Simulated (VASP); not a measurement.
Write the native input for VASP 6.6.1 that does the following.

```yaml
Task: single point
Functional: HSE06
Potentials_or_basis: VASP PAW PBE potentials, release 64 (K_sv)
Cutoff: 520 eV
k_mesh: 6 × 6 × 6
Occupations: gaussian, width 0.05 eV
Spin: no spin polarisation
Dipole_correction: no
Grid_for_exact_exchange_PRECFOCK: Normal
Further_INCAR_settings: ALGO = Normal; EDIFF = 1e-07; NBANDS = 10
Share_of_exact_exchange: 0.25
Screening_parameter: 0.2079 1/Å
```

Crystal: K.

```xyz
1
Lattice="0.0000 3.3631 3.3631 3.3631 0.0000 3.3631 3.3631 3.3631 0.0000" Properties=species:S:1:pos:R:3 pbc="T T T"
K     0.0000    0.0000    0.0000
```

This isn't the form of K at room conditions, which is bcc.

The input as run:

POSCAR

```
K
1.0
    0.0000000000      3.3630563875      3.3630563875
    3.3630563875      0.0000000000      3.3630563875
    3.3630563875      3.3630563875      0.0000000000
K
1
Direct
    0.0000000000      0.0000000000      0.0000000000
```

INCAR.step1

```
SYSTEM = K
ALGO     = Normal         ! electronic algorithm
EDIFF    = 1E-5           ! SCF threshold, eV
ENCUT    = 520            ! plane-wave cutoff, eV
GGA      = PE             ! functional
ISIF     = 2              ! what is computed and relaxed
ISMEAR   = 0              ! smearing method
LASPH    = .TRUE.         ! aspherical terms in the spheres
LCHARG   = .FALSE.        ! write CHGCAR
LREAL    = .FALSE.        ! projectors in reciprocal space
LWAVE    = .TRUE.         ! write WAVECAR
NBANDS   = 10             ! bands
NELM     = 60             ! most SCF steps
PREC     = Accurate       ! precision mode
SIGMA    = 0.05           ! smearing width, eV
```

INCAR.step2

```
SYSTEM = K
ALGO     = Normal         ! electronic algorithm
EDIFF    = 1E-7           ! SCF threshold, eV
ENCUT    = 520            ! plane-wave cutoff, eV
GGA      = PE             ! functional
HFSCREEN = 0.2079         ! screening, 1/A
ISIF     = 2              ! what is computed and relaxed
ISMEAR   = 0              ! smearing method
ISTART   = 1            
LASPH    = .TRUE.         ! aspherical terms in the spheres
LCHARG   = .FALSE.        ! write CHGCAR
LHFCALC  = .TRUE.         ! exact exchange
LREAL    = .FALSE.        ! projectors in reciprocal space
LWAVE    = .FALSE.        ! write WAVECAR
NBANDS   = 10             ! bands
NELM     = 60             ! most SCF steps
PREC     = Accurate       ! precision mode
PRECFOCK = Normal       
SIGMA    = 0.05           ! smearing width, eV
```

KPOINTS

```
k-points
0
G
  6 6 6
  0 0 0
```

Potentials or basis: VASP PAW PBE potentials, release 64 (K_sv).

The run is started by

```sh
$ cat potpaw_PBE.64/K_sv/POTCAR > POTCAR
$ cp INCAR.step1 INCAR
$ mpirun -np 1 vasp_std > vasp.out
$ cp INCAR.step2 INCAR
$ mpirun -np 1 vasp_std > vasp.out
```

Results of the run:

The pressure is 0.0 GPa and the band gap on the k mesh is zero (an odd number of electrons rules out a gap without spin polarisation).

Caveat: the PAW data sets were made with another functional, which shifts forces and pressure a little.

Wall time 19 min on 1 thread of Intel(R) Xeon(R) Platinum 8375C CPU @ 2.90GHz (Ice Lake) (shared host), peak memory 0.33 GiB.
